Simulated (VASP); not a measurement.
**C: single point with PBE+D3(BJ)**

The system is C.

```
C
1.0
     1.23250    0.71158    3.36139
    -1.23250    0.71158    3.36139
     0.00000   -1.42317    3.36139
C
2
Direct
  0.18185 0.18185 0.15023
  0.81815 0.81815 0.84977
```

This cell differs from its parent crystal: mode 4 frozen in at +0.048 Å and mode 6 at +0.045 Å (largest displacements).

| Quantity | Value |
| --- | --- |
| Program | VASP 6.6.1 |
| Task | single point |
| Functional | PBE |
| Dispersion | D3(BJ) |
| Potentials or basis | VASP PAW PBE potentials, release 64 (C) |
| Cutoff | 520 eV |
| k mesh | 15 × 15 × 15 |
| Occupations | gaussian, width 0.05 eV |
| Spin | no spin polarisation |
| Dipole correction | no |
| Further INCAR settings | ALGO = Normal; EDIFF = 1e-06; NBANDS = 11 |

- Pressure: 3.2 GPa
- Largest force: 4.482 eV/Å
- Band gap on the k mesh: 0.50 eV, direct
- Dispersion energy per atom: -0.156 eV

Forces on the atoms (eV/Å):
```
C    0.000 -4.226 -1.491
C    0.000  4.226  1.491
```

Stress tensor (GPa, compression positive):
```
13.53  0.00  0.00
 0.00 -2.93 -3.58
 0.00 -3.58 -1.11
```

Levels at points of the mesh, in eV from the valence-band top:
| k point | band 1 | band 2 | band 3 | band 4 | band 5 | band 6 | band 7 | band 8 | band 9 |
| --- | --- | --- | --- | --- | --- | --- | --- | --- | --- |
| (0.00, 0.00, 0.00) | -19.33 | -6.24 | -3.93 | -1.21 | 4.38 | 6.92 | 10.48 | 11.89 | 12.96 |

Wall time 100 s on 1 thread of Intel(R) Xeon(R) Platinum 8559C (Emerald Rapids), on a shared host, peak memory 0.27 GiB.

Caveat: the cell differs from its parent crystal (mode 4 frozen in at +0.048 Å and mode 6 at +0.045 Å (largest displacements)); forces of over 1 eV/Å act on the atoms, so gaps and moduli don't describe the material at rest. A k mesh can miss the band edges.
